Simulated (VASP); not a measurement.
The system is Mo.

```
CELL_PARAMETERS angstrom
-1.61583 1.61583 1.61583
1.61583 -1.61583 1.61583
1.61583 1.61583 -1.61583
ATOMIC_POSITIONS crystal
Mo 0.00000 0.00000 0.00000
```

```yaml
Program: VASP 6.6.1
Task: relaxation of cell and atoms
Functional: PBE
Potentials_or_basis: VASP PAW PBE potentials, release 64 (Mo_sv)
Cutoff: 500 eV
k_mesh: 8 × 8 × 8
Occupations: methfessel-paxton, width 0.1 eV
Spin: no spin polarisation
```

At the start: pressure -13.8 GPa; volume 16.88 Å³/atom.

How do energy, volume and symmetry change on relaxing?

Over 7 steps the energy falls by 46.4 meV/atom and the volume is 15.86 Å³/atom (-6.0 %); space group Im-3m (No. 229, to 0.05 Å).

Step by step:
| step | energy change (eV) | largest force (eV/Å) | pressure (GPa) | volume (Å³) |
| --- | --- | --- | --- | --- |
| 1 | 0.0000 | 0.0000 | -13.81 | 16.88 |
| 2 | 0.2951 | 0.0000 | 53.80 | 13.57 |
| 3 | -0.0461 | 0.0000 | -1.09 | 15.93 |
| 4 | -0.0464 | 0.0000 | -0.16 | 15.87 |
| 5 | -0.0464 | 0.0000 | 0.17 | 15.85 |
| 6 | -0.0464 | 0.0000 | -0.36 | 15.88 |
| 7 | -0.0464 | 0.0000 | 0.01 | 15.86 |

Final structure:
```
CELL_PARAMETERS angstrom
-1.58280 1.58280 1.58280
1.58280 -1.58280 1.58280
1.58280 1.58280 -1.58280
ATOMIC_POSITIONS crystal
Mo 0.00000 0.00000 0.00000
```
